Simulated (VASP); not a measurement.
Crystal: PbO.

```xyz
4
Lattice="4.0266 0.0000 0.0000 0.0000 4.0266 0.0000 0.0000 0.0000 5.3744" Properties=species:S:1:pos:R:3 pbc="T T T"
Pb    0.0000    2.0133    1.1994
Pb    2.0133    0.0000    4.1750
O     0.0000    0.0000    0.0000
O     2.0133    2.0133    0.0000
```

- Program: VASP 6.6.1
- Task: relaxation of shape and atoms at fixed volume
- Functional: r2SCAN
- Potentials or basis: VASP PAW PBE potentials, release 64 (Pb_d, O)
- Cutoff: 600 eV
- k mesh: 8 × 8 × 6
- Occupations: gaussian, width 0.02 eV
- Spin: no spin polarisation

At the start: pressure -1.8 GPa; volume 21.78 Å³/atom.

Q: Where does the relaxation end?

A: Over 5 steps the energy falls by 2.1 meV/atom; space group P4/nmm (No. 129, to 0.1 Å) before and after.

Step by step:
| step | energy change (eV) | largest force (eV/Å) | pressure (GPa) | volume (Å³) |
| --- | --- | --- | --- | --- |
| 1 | 0.0000 | 0.3052 | -1.83 | 87.14 |
| 2 | -0.0058 | 0.0723 | -1.07 | 87.14 |
| 3 | -0.0063 | 0.0146 | -0.79 | 87.14 |
| 4 | -0.0073 | 0.0117 | -0.69 | 87.14 |
| 5 | -0.0084 | 0.0046 | -0.40 | 87.14 |

Final structure:
```cif
data_structure
_symmetry_space_group_name_H-M 'P 1'
_symmetry_Int_Tables_number 1
_cell_length_a 3.9993
_cell_length_b 3.9993
_cell_length_c 5.4480
_cell_angle_alpha 90.000
_cell_angle_beta 90.000
_cell_angle_gamma 90.000
_cell_volume 87.14
loop_
_atom_site_label
_atom_site_type_symbol
_atom_site_fract_x
_atom_site_fract_y
_atom_site_fract_z
_atom_site_occupancy
Pb1 Pb 0.00000 0.50000 0.21869 1
Pb2 Pb 0.50000 0.00000 0.78131 1
O1 O 0.00000 0.00000 0.00000 1
O2 O 0.50000 0.50000 0.00000 1
```

Where two steps share one volume, the run began anew on that cell with a basis built for it.

Caveat: the PAW data sets were made with another functional, which shifts forces and pressure a little.
